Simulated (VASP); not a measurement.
# F (P6_3/mmc) in VASP: further runs

Runs on F. Level: PBE. Tasks: electric field gradients.

Program: VASP 6.6.1. These are calculated values, not measurements. Logs are shortened: lines on timing, memory, paths and dates and some standing lists are left out, and cuts for length are marked.

### Step 1. The cell of the first run

Symmetry: P6_3/mmc, No. 194, hexagonal system. The conventional cell has a = 2.864 Å, b = 2.864 Å, c = 2.881 Å, α = 90.00°, β = 90.00°, γ = 120.00°. Within 2.9 Å of F (site symmetry -6m2) lie 14 F at 2.19 to 2.88 Å.

### Step 2. Electric field gradients, PBE (10.24 Å³/atom)

The input, INCAR:

```
  PREC = Accurate
  ENCUT = 520
  EDIFF = 1E-8
  ISMEAR = -1
  SIGMA = 0.08
  LREAL = False
  LASPH = True
  NELM = 60
  ALGO = Normal
  ISIF = 2
  LWAVE = False
  LCHARG = False
  GGA = PE
  LEFG = True
  NBANDS = 14
```

The input, KPOINTS:

```
Automatic mesh
0
Gamma
  19 19 10
```

The input, POSCAR:

```
F
1.0
    2.8642521325      0.0000000000      0.0000000000
   -1.4321260662      2.4805151096      0.0000000000
    0.0000000000      0.0000000000      2.8811936227
F
2
Direct
    0.3333333333      0.6666666667      0.2500000000
    0.6666666667      0.3333333333      0.7500000000
```

Potentials or basis: VASP PAW PBE potentials, release 64 (F).

Launch:

```console
$ cat potpaw_PBE.64/F/POTCAR > POTCAR
$ mpirun -np 1 vasp_std > vasp.out
```

OUTCAR:

```text
PREC = Accurate
   ENCUT = 520
   EDIFF = 1E-8
   ISMEAR = -1
   LREAL = False
   LASPH = True
   NELM = 60
   ISIF = 2
   GGA = PE

 ion  position               nearest neighbor table
   1  0.333  0.667  0.250-
   2  0.667  0.333  0.750-

  LATTYP: Found a hexagonal cell.
 ALAT       =     2.8642521325
 C/A-ratio  =     1.0059148041

  Lattice vectors:

 A1 = (   2.8642521325,   0.0000000000,   0.0000000000)
 A2 = (  -1.4321260662,   2.4805151096,   0.0000000000)
 A3 = (   0.0000000000,   0.0000000000,   2.8811936227)

Analysis of symmetry for initial positions (statically):
=====================================================================
 Subroutine PRICEL returns:
 Original cell was already a primitive cell.

 Routine SETGRP: Setting up the symmetry group for a
 hexagonal supercell.

 Subroutine GETGRP returns: Found 24 space group operations
 (whereof 12 operations were pure point group operations)
 out of a pool of 24 trial point group operations.

The static configuration has the point symmetry D_3d.
 The point group associated with its full space group is D_6h.

Analysis of symmetry for dynamics (positions and initial velocities):
=====================================================================
 Subroutine PRICEL returns:
 Original cell was already a primitive cell.

 Routine SETGRP: Setting up the symmetry group for a
 hexagonal supercell.

 Subroutine GETGRP returns: Found 24 space group operations
 (whereof 12 operations were pure point group operations)
 out of a pool of 24 trial point group operations.

The dynamic configuration has the point symmetry D_3d.
 The point group associated with its full space group is D_6h.

 Subroutine INISYM returns: Found 24 space group operations
 (whereof 12 operations are pure point group operations),
 and found     1 'primitive' translations

----------------------------------------------------------------------------------------

                                     Primitive cell

  volume of cell :      20.4704

  direct lattice vectors                    reciprocal lattice vectors
     2.864252132  0.000000000  0.000000000     0.349131275  0.201571036  0.000000000
    -1.432126066  2.480515110  0.000000000     0.000000000  0.403142072  0.000000000
     0.000000000  0.000000000  2.881193623     0.000000000  0.000000000  0.347078375

  length of vectors
     2.864252132  2.864252132  2.881193623     0.403142072  0.403142072  0.347078375

  position of ions in fractional coordinates (direct lattice)
     0.333333333  0.666666667  0.250000000
     0.666666667  0.333333333  0.750000000

  ion indices of the primitive-cell ions
   primitive index   ion index
                 1           1
                 2           2

----------------------------------------------------------------------------------------

 KPOINTS: Automatic mesh

Automatic generation of k-mesh.
 Grid dimensions read from file:
 generate k-points for:   19   19   10

 Generating k-lattice:

  Cartesian coordinates                     Fractional coordinates (reciprocal lattice)
     0.018375330  0.010609002  0.000000000     0.052631579  0.000000000  0.000000000
     0.000000000  0.021218004  0.000000000     0.000000000  0.052631579  0.000000000
     0.000000000  0.000000000  0.034707837     0.000000000  0.000000000  0.100000000

  Length of vectors
     0.021218004  0.021218004  0.034707837

  Shift w.r.t. Gamma in fractional coordinates (k-lattice)
     0.000000000  0.000000000  0.000000000

 Subroutine IBZKPT returns following result:
 ===========================================

 Found    240 irreducible k-points:

 Following reciprocal coordinates:
            Coordinates               Weight
  0.000000  0.000000  0.000000      1.000000
  0.052632  0.000000  0.000000      6.000000
  0.105263  0.000000  0.000000      6.000000
  0.157895 -0.000000  0.000000      6.000000
  0.210526  0.000000  0.000000      6.000000
  0.263158  0.000000  0.000000      6.000000
[... 16 lines left out ...]
  0.263158  0.105263  0.000000     12.000000
  0.315789  0.105263  0.000000     12.000000
 [... further k-points ...]
   k-points           NKPTS =    240   k-points in BZ     NKDIM =    240   number of bands    NBANDS=     14
   number of dos      NEDOS =    301   number of ions     NIONS =      2
   total plane-waves  NPLWV =  13824
   dimension x,y,z NGX =    24 NGY =   24 NGZ =   24
   dimension x,y,z NGXF=    48 NGYF=   48 NGZF=   48
   ions per type =               2
   NGX,Y,Z   is equivalent  to a cutoff of  13.93, 13.93, 13.85 a.u.
   NGXF,Y,Z  is equivalent  to a cutoff of  27.86, 27.86, 27.70 a.u.
 SYSTEM =  unknown system
   PREC   = accura    normal or accurate (medium, high low for compatibility)
   ISTART =      0    job   : 0-new  1-cont  2-samecut
   ICHARG =      2    charge: 1-file 2-atom 10-const
   ISPIN  =      1    spin polarized calculation?
   LNONCOLLINEAR =      F non collinear calculations
   LSORBIT =      F    spin-orbit coupling
   LASPH  =      T    aspherical Exc in radial PAW
   ENCUT  =  520.0 eV  38.22 Ry    6.18 a.u.   5.33  5.33  5.36*2*pi/ulx,y,z
   NELM   =     60;   NELMIN=  2; NELMDL= -5     # of ELM steps
   EDIFF  = 0.1E-07   stopping-criterion for ELM
   LREAL  =      F    real-space projection
   EDIFFG = 0.1E-06   stopping-criterion for IOM
   NSW    =      0    number of steps for IOM
   IBRION =     -1    ionic relax: 0-MD 1-quasi-New 2-CG
   NFREE  =      0    steps in history (QN), initial steepest desc. (CG)
   ISIF   =      2    stress and relaxation
   ISYM   =      2    0-nonsym 1-usesym 2-fastsym
   POTIM  = 0.5000    time-step for ionic-motion
   TEBEG  =    0.0;   TEEND  =   0.0 temperature during run
   PSTRESS=    0.0 pullay stress
   NELECT =      14.0000    total number of electrons
   NUPDOWN=      -1.0000    fix difference up-down
   EMIN   =  10.00;   EMAX   =-10.00  energy-range for DOS
   EFERMI =   0.00;   METHOD = LEGACY
   ISMEAR =    -1;   SIGMA  =   0.08  broadening in eV -4-tet -1-fermi 0-gaus
   EFERMI_NEDOS =   21; number of points for ismear=-14 and -15
   IALGO  =     38    algorithm
   IMIX   =      4    mixing-type and parameters
     AMIX     =   0.40;   BMIX     =  1.00
     AMIX_MAG =   1.60;   BMIX_MAG =  1.00
  volume/ion in A,a.u.               =      10.24        69.07
  Fermi-wavevector in a.u.,A,eV,Ry     =   1.442367  2.725678 28.305851  2.080421
  Thomas-Fermi vector in A             =   2.560895
   LORBIT       =      0    0 simple, 1 ext, 2 COOP (PROOUT), +10 PAW based schemes
   GGA     = PE    functional components
   LHFCALC =     F    Hartree Fock is set to
   AEXX    =    0.0000 exact exchange contribution
   IVDW    =     0    specifies the selected vdW correction
   LEPSILON=     F    determine dielectric tensor
   LRPA    =     F    only Hartree local field effects (RPA)
 non-spin polarized calculation
  energy-cutoff  :      520.00
  volume of cell :       20.47
 maximum number of plane-waves:       566
 NGX is ok and might be reduce to    24
   NGX = 11   NGY = 11   NGZ = 11

 number of electron      13.9999992 magnetization

 Free energy of the ion-electron system (eV)
  ---------------------------------------------------
  ext. energy  EPLUGINS =         0.00000000
  ---------------------------------------------------
  free energy    TOTEN  =        -1.95788289 eV

  energy without entropy =       -1.87485926  energy(sigma->0) =       -1.91637108

 E-fermi :  -3.0750     XC(G=0): -10.1011

 val. band max:       -3.0792519326   @ k =   0.3684   0.2632   0.3000
 cond. band min:      -3.0658286217   @ k =   0.2105   0.1053   0.1000
 fundamental gap:      0.0134233109
 Fermi energy:        -3.0749856142

 k-point     1 :       0.0000    0.0000    0.0000
  band No.  band energies     occupation
      1     -25.4744      2.00000
      2     -22.2307      2.00000
      3      -6.3874      2.00000
      4      -5.1173      2.00000
      5      -5.1173      2.00000
      6      -3.2835      1.86250
      7      -3.2835      1.86250
      8      -2.6001      0.00527
      9       9.6350      0.00000
     10      16.7967      0.00000
     11      23.5996      0.00000
     12      23.5996      0.00000
     13      26.0875      0.00000
     14      27.1720      0.00000
[... 377 lines left out ...]
      1     -24.5007      2.00000
      2     -22.9689      2.00000
      3      -6.4362      2.00000
      4      -5.6376      2.00000
      5      -5.3771      2.00000
      6      -4.1545      2.00000
      7      -3.6094      1.99749
      8      -2.9062      0.21627
      9      12.9046      0.00000
     10      17.4972      0.00000
     11      18.5902      0.00000
     12      23.8768      0.00000
     13      25.5770      0.00000
     14      27.6867      0.00000

 [... further k-points ...]

------------------------ aborting loop because EDIFF is reached ----------------------------------------

  FORCE on cell =-STRESS in cart. coord.  units (eV):
  Direction    XX          YY          ZZ          XY          YZ          ZX
  --------------------------------------------------------------------------------------
  -------------------------------------------------------------------------------------
  Total        0.1844129      0.1844129      0.3099434      0.0000000      0.0000000      0.0000000
  in kB       14.4336519     14.4336519     24.2586960      0.0000000      0.0000000      0.0000000
  external PRESSURE =      17.7086666 kB  Pullay stress =       0.0000000 kB

 VOLUME and BASIS-vectors are now :
 -----------------------------------------------------------------------------
  energy-cutoff  :      520.00
  volume of cell :       20.47
      direct lattice vectors                 reciprocal lattice vectors
     2.864252132  0.000000000  0.000000000     0.349131275  0.201571036  0.000000000
    -1.432126066  2.480515110  0.000000000     0.000000000  0.403142072  0.000000000
     0.000000000  0.000000000  2.881193623     0.000000000  0.000000000  0.347078375

 POSITION                                       TOTAL-FORCE (eV/Angst)
 -----------------------------------------------------------------------------------
     -0.00000      1.65368      0.72030         0.000000     -0.000000      0.000000
      1.43213      0.82684      2.16090        -0.000000      0.000000      0.000000
 -----------------------------------------------------------------------------------
    total drift:                               -0.000000      0.000000     -0.000000

  FREE ENERGIE OF THE ION-ELECTRON SYSTEM (eV)
  ---------------------------------------------------
  free  energy   TOTEN  =        -1.9578828886 eV

  energy  without entropy=       -1.8748592648  energy(sigma->0) =       -1.91637108

 Electric field gradients (V/A^2)
---------------------------------------------------------------------
 ion       V_xx      V_yy      V_zz      V_xy      V_xz      V_yz
---------------------------------------------------------------------
   1     -47.395   -47.396    94.791    -0.000     0.000    -0.000
   2     -47.395   -47.396    94.791    -0.000    -0.000     0.000
---------------------------------------------------------------------

 Electric field gradients after diagonalization (V/A^2)
 (convention: |V_zz| > |V_xx| > |V_yy|)
----------------------------------------------------------------------
 ion       V_xx      V_yy      V_zz     asymmetry (V_yy - V_xx)/ V_zz
----------------------------------------------------------------------
   1     -47.396   -47.395    94.791       0.000
   2     -47.396   -47.395    94.791       0.000
----------------------------------------------------------------------

           NMR quadrupolar parameters

 Cq : quadrupolar parameter    Cq=e*Q*V_zz/h
 eta: asymmetry parameters     (V_yy - V_xx)/ V_zz
 Q  : nuclear electric quadrupole moment in mb (millibarn)
----------------------------------------------------------------------
 ion       Cq(MHz)       eta       Q (mb)
----------------------------------------------------------------------
   1       0.229       0.000       1.000
   2       0.229       0.000       1.000
----------------------------------------------------------------------
```

Run time: 62 s. Hardware: 1 thread of Intel Xeon 8259CL, shared host; peak memory 0.17 GiB.

Results:

* Free energy: -1.9579 eV
* Pressure: 1.8 GPa
* Band gap on the k mesh: zero (bands 7 and 8 overlap by 1.60 eV)
* Largest electric field gradient by atom: F +94.8 V/Å²

Levels at points of the mesh, in eV from the Fermi level:
```tsv
k point	band 3	band 4	band 5	band 6	band 7	band 8	band 9	band 10	band 11	band 12
(0.00, 0.00, 0.00)	-3.31	-2.04	-2.04	-0.21	-0.21	0.47	12.71	19.87	26.67	26.67
(0.00, 0.00, 0.50)	-2.10	-2.10	-1.08	-1.08	-1.08	-1.08	17.04	17.04	27.34	27.34
```

Electric field gradients, principal values (V/Å²):
| atom | least | middle | greatest (by size) |
| --- | --- | --- | --- |
| 1 F | -47.395 | -47.396 | 94.791 |
| 2 F | -47.395 | -47.396 | 94.791 |

Caveat: the atoms stand far beyond bonding distance, and open shells without spin polarisation read as a metal; without QUAD_EFG the Cq values of the log hold for a quadrupole moment of 1 mb, not for the nuclei.

(Continued in part 2 of 3.)
